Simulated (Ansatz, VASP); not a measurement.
One calculation of Be3TeSe2, two programs

File INCAR:

```
ALGO     = Normal         # electronic algorithm
EDIFF    = 1E-6           # SCF threshold, eV
EDIFFG   = -0.025         # ionic threshold
ENCUT    = 600            # plane-wave cutoff, eV
GGA      = PE             # functional
IBRION   = 2              # ionic algorithm
ISIF     = 3              # what is computed and relaxed
ISMEAR   = 0              # smearing method
LASPH    = T              # aspherical terms in the spheres
LCHARG   = F              # write CHGCAR
LREAL    = F              # projectors in reciprocal space
LWAVE    = F              # write WAVECAR
NELM     = 80             # most SCF steps
NSW      = 80             # ionic steps
PREC     = Accurate       # precision mode
SIGMA    = 0.1            # smearing width, eV
```

KPOINTS

```
k-points
0
Gamma
  4 4 2
```

File POSCAR:

```
Be3TeSe2
1.0
   -0.0251314188     -0.0236515853     -5.4404859550
    1.9053302098     -5.6475329011      2.7040249563
   -7.6800849232     -0.0363820042     -0.0356387549
Be Te Se
6 2 4
Direct
    0.5643523633      0.6425375999      0.8902065004
    0.5614491284      0.6522043396      0.4234322495
    0.9332051204      0.3818888542      0.5788130124
    0.9104783134      0.3079617191      0.0556189392
    0.2857870263     -0.0089437221      0.8054296951
    0.2441198163      0.0065617503      0.2692157798
    0.9834855247      0.0088625442      0.4731820196
    0.9824530621      1.0116222564      0.9873268861
    0.6515208279      0.3259397001      0.8322603176
    0.6957972175      0.3673903858      0.3549773917
    0.3503000484      0.6577189236      0.6504325587
    0.3370515513      0.6462556489      0.1791046499
```

Input for Ansatz:

```yaml
crystal:
  lattice:
    - [-0.0251314188, -0.0236515853, -5.440485955]
    - [1.9053302098, -5.6475329011, 2.7040249563]
    - [-7.6800849232, -0.0363820042, -0.0356387549]
  atoms:
    - { symbol: Be, position: [0.5643523633, 0.6425375999, 0.8902065004] }
    - { symbol: Be, position: [0.5614491284, 0.6522043396, 0.4234322495] }
    - { symbol: Be, position: [0.9332051204, 0.3818888542, 0.5788130124] }
    - { symbol: Be, position: [0.9104783134, 0.3079617191, 0.0556189392] }
    - { symbol: Be, position: [0.2857870263, -0.0089437221, 0.8054296951] }
    - { symbol: Be, position: [0.2441198163, 0.0065617503, 0.2692157798] }
    - { symbol: Te, position: [0.9834855247, 0.0088625442, 0.4731820196] }
    - { symbol: Te, position: [0.9824530621, 1.0116222564, 0.9873268861] }
    - { symbol: Se, position: [0.6515208279, 0.3259397001, 0.8322603176] }
    - { symbol: Se, position: [0.6957972175, 0.3673903858, 0.3549773917] }
    - { symbol: Se, position: [0.3503000484, 0.6577189236, 0.6504325587] }
    - { symbol: Se, position: [0.3370515513, 0.6462556489, 0.1791046499] }
basis:
  ecutwfc: 420
kpoints:
  mp_grid: { grid: [4, 4, 2] }
hamiltonian:
  xc: pbe
scf:
  occupations: { method: gaussian, width: 0.1 }
  lower_state_search: "off"
output:
  forces: true
  stress: true
  eigenvalues: true
relax:
  adjacent_minimum: "off"
  f_tol: 0.025
  max_steps: 60
  cell: { stress_tol: 0.25 }
```

Change from the starting cell: cell x2, atoms moved at random (sigma 0.15 Å) and cell strained at random (1.5 %), then relaxed without symmetry.

Alike in both runs: task relaxation of cell and atoms; functional PBE; k mesh 4 × 4 × 2; occupations gaussian, width 0.1 eV; no spin polarisation.

```csv
,VASP,Ansatz
version,VASP 6.6.1,Ansatz 0.2.0
potentials or method,"VASP PAW PBE potentials, release 64 (Be, Te, Se), cutoff 600 eV","scalar-relativistic, plane waves, PAW"
valence electrons in the cell,48,108
```

Ansatz gave:

```
gap on the k mesh at the Fermi level, each at its own relaxed structure (eV) : 2.08
relaxed volume (Å³/atom)                                                     : 19.08
relaxed cell length with the largest relative difference (Å)                 : 5.318
```

Problem. Estimate VASP's values.

Solution. gap on the k mesh at the Fermi level, each at its own relaxed structure (eV): 2.07; relaxed volume (Å³/atom): 19.12; relaxed cell length with the largest relative difference (Å): 5.323.

VASP's potentials hold 48 valence electrons a cell and Ansatz's 108, so a difference there can come from the potentials and not from the codes.

The k mesh is coarse, so the values compare programs but aren't converged. Neither program's run includes spin-orbit coupling.
